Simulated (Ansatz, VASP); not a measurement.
# Zr in VASP and in Ansatz

The input INCAR:

```
SYSTEM = Zr
ALGO = Fast ; EDIFF = 1E-6
EDIFFG = -0.01 ; ENCUT = 600
GGA = PE ; IBRION = 2
ISIF = 3 ; ISMEAR = 0
LASPH = .True. ; LCHARG = .False.
LREAL = .False. ; LWAVE = .False.
NELM = 100 ; NSW = 80
PREC = Accurate ; SIGMA = 0.1
```

KPOINTS

```
k-points
0
Gamma
  12 12 14
  0 0 0
```

POSCAR

```
Zr
1.0
    5.0370418014      0.0000000000      0.0000000000
   -2.5185209007      4.3622061600      0.0000000000
    0.0000000000      0.0000000000      3.1566546177
Zr
3
Direct
    0.0000000000      0.0000000000      0.0000000000
    0.3333333333      0.6666666667      0.5000000000
    0.6666666667      0.3333333333      0.5000000000
```

Input for Ansatz:

```yaml
crystal:
  lattice:
    - [5.0370418014, 0.0, 0.0]
    - [-2.5185209007, 4.36220616, 0.0]
    - [0.0, 0.0, 3.1566546177]
  atoms:
    - { symbol: Zr, position: [0.0, 0.0, 0.0] }
    - { symbol: Zr, position: [0.3333333333, 0.6666666667, 0.5] }
    - { symbol: Zr, position: [0.6666666667, 0.3333333333, 0.5] }
basis:
  ecutwfc: 420
kpoints:
  mp_grid: { grid: [12, 12, 14] }
hamiltonian:
  xc: pbe
scf:
  occupations: { method: gaussian, width: 0.1 }
output:
  forces: true
  stress: true
  eigenvalues: true
relax:
  adjacent_minimum: "off"
  f_tol: 0.01
  max_steps: 60
  cell: { stress_tol: 0.1 }
```

Alike in both runs: task relaxation of cell and atoms; functional PBE; k mesh 12 × 12 × 14; occupations gaussian, width 0.1 eV; no spin polarisation.

|  | VASP | Ansatz |
| --- | --- | --- |
| version | VASP 6.6.1 | Ansatz 0.2.0 |
| potentials or method | VASP PAW PBE potentials, release 64 (Zr_sv), cutoff 600 eV | scalar-relativistic, plane waves, PAW |
| valence electrons in the cell | 36 | 36 |

|  | VASP | Ansatz | Ansatz less VASP |
| --- | --- | --- | --- |
| gap on the k mesh at the Fermi level, each at its own relaxed structure (eV) | none | none | - |
| relaxed volume (Å³/atom) | 23.12 | 23.11 | -0.005 |
| relaxed cell length with the largest relative difference (Å) | 5.043 | 5.042 | -0.0007 |

A gap of «none» marks a metal or a gap that the smearing closes.
